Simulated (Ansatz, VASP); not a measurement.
Two plane-wave programs on BAs

```xyz
2
Lattice="0.0000 2.3663 2.3663 2.3663 0.0000 2.3663 2.3663 2.3663 0.0000" Properties=species:S:1:pos:R:3 pbc="T T T"
B     0.0000    0.0000    0.0000
As    1.1831    1.1831    1.1831
```

Alike in both runs: functional LDA; k mesh 10 × 10 × 10; occupations gaussian, width 0.02 eV; no spin polarisation.

Ansatz relaxed the structure, and its values are those at the end. VASP's run is a single point on that final structure, the one shown.

|  | VASP | Ansatz |
| --- | --- | --- |
| version | VASP 6.6.1 | Ansatz 0.2.0 |
| potentials or method | VASP PAW LDA potentials, release 64 (B, As_d), cutoff 600 eV | scalar-relativistic, plane waves, PAW |
| valence electrons in the cell | 18 | 18 |

|  | VASP | Ansatz | Ansatz less VASP |
| --- | --- | --- | --- |
| gap on the k mesh at the Fermi level (eV) | 1.10 | 1.10 | +0.003 |
| least direct gap on the mesh (eV) | 3.29 | 3.29 | +0.004 |
| pressure (GPa) | 1.0 | 0.0 | -1.03 |

LDA's correlation is that of Perdew and Zunger in VASP and of Perdew and Wang (1992) in Ansatz.
